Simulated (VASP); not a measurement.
**AlGa3N4: single point with PBEsol**

AlGa3N4:

```
Al Ga N
1.0
     4.24777    0.00893    0.09926
     0.00893    4.25790   -0.11376
     0.09926   -0.11376    4.64744
Al Ga N
1 3 4
Direct
  0.99477 0.00644 0.00966
  0.50945 0.50811 0.99870
  0.51517 0.00762 0.50897
  0.97827 0.49084 0.49745
  0.76425 0.76581 0.23908
  0.75172 0.23618 0.75716
  0.23411 0.76418 0.75218
  0.25226 0.22081 0.23680
```

This cell differs from its parent crystal: atoms moved at random and the cell strained at random.

* Program: VASP 6.6.1
* Task: single point
* Functional: PBEsol
* Potentials or basis: VASP PAW PBE potentials, release 64 (Al, Ga_d, N)
* Cutoff: 520 eV
* k mesh: 6 × 6 × 6
* Occupations: gaussian, width 0.05 eV
* Spin: no spin polarisation

```json
{
  "Pressure": "14.2 GPa",
  "Largest force": "2.769 eV/Å",
  "Band gap on the k mesh": "2.23 eV"
}
```

Forces on the atoms (eV/Å):
```
Al   0.352  0.046 -1.542
Ga  -2.039  0.467  0.334
Ga  -2.511 -0.889 -0.758
Ga   1.846  0.789 -0.223
N   -0.521 -1.719  0.976
N    1.185  0.621  0.497
N    0.904 -1.418 -0.617
N    0.783  2.103  1.332
```

Stress tensor (GPa, compression positive):
```
18.17  2.64 -7.00
 2.64 17.86 11.21
-7.00 11.21  6.62
```

Levels at points of the mesh, in eV from the valence-band top:
```csv
k point,band 28,band 29,band 30,band 31,band 32,band 33,band 34,band 35
"(0.00, 0.00, 0.00)",-2.12,-0.49,-0.20,0.00,2.23,2.81,3.05,3.97
"(0.50, 0.00, 0.00)",-2.56,-1.73,-1.39,-1.19,4.48,5.15,5.91,6.55
"(0.00, 0.50, 0.00)",-2.26,-1.67,-1.54,-1.30,4.67,4.95,6.23,6.50
"(0.50, 0.50, 0.00)",-0.98,-0.82,-0.65,-0.25,6.11,6.67,6.98,7.26
"(0.00, 0.00, 0.50)",-1.46,-1.29,-1.11,-1.00,4.41,4.60,5.54,5.68
"(0.50, 0.00, 0.50)",-1.75,-1.41,-1.18,-0.82,6.01,6.44,6.54,6.75
"(0.00, 0.50, 0.50)",-1.90,-1.64,-0.88,-0.81,5.71,6.43,6.83,7.02
"(0.50, 0.50, 0.50)",-0.75,-0.63,-0.49,-0.39,4.41,4.86,5.02,5.95
```

Wall time 3.5 min on 1 thread of Intel(R) Xeon(R) Platinum 8559C (Emerald Rapids), with other jobs on the host, peak memory 0.4 GiB.

Caveat: the cell differs from its parent crystal (atoms moved at random and the cell strained at random); the stress differs along the axes, from 7 to 18 GPa; the PAW data sets were made with another functional, which shifts forces and pressure a little.
